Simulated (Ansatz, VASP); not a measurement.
Te2Mo in VASP and in Ansatz

```xyz
3
Lattice="3.5550 0.0000 0.0000 -1.7775 3.0787 0.0000 0.0000 0.0000 15.2390" Properties=species:S:1:pos:R:3 pbc="T T T"
Te    0.0000    2.0525   13.4309
Te    0.0000    2.0525    1.8081
Mo    0.0000    0.0000    0.0000
```

Change from the starting cell: species swapped into the Te2W type (P-6m2, No. 187).

Alike in both runs: functional PBE; k mesh 12 × 12 × 2; occupations gaussian, width 0.02 eV; no spin polarisation.

Ansatz relaxed the structure, and its values are those at the end. VASP's run is a single point on that final structure, the one shown.

```csv
,VASP,Ansatz
version,VASP 6.6.1,Ansatz 0.2.0
potentials or method,"VASP PAW PBE potentials, release 64 (Te, Mo_sv), cutoff 520 eV","scalar-relativistic, plane waves, PAW"
valence electrons in the cell,26,46
```

```csv
,VASP,Ansatz,Ansatz less VASP
gap on the k mesh at the Fermi level (eV),1.08,1.08,+0.001
least direct gap on the mesh (eV),1.08,1.08,+0.001
rms of the force components (eV/Å),0.005,0.001,-0.0034
```

The functional is the same, so the differences come from potentials, cutoffs and numerics. VASP's potentials hold 26 valence electrons a cell and Ansatz's 46, so a difference there can come from the potentials and not from the codes. Ansatz's warnings: xc potential rough in thin density.

Spin-orbit coupling is off throughout.
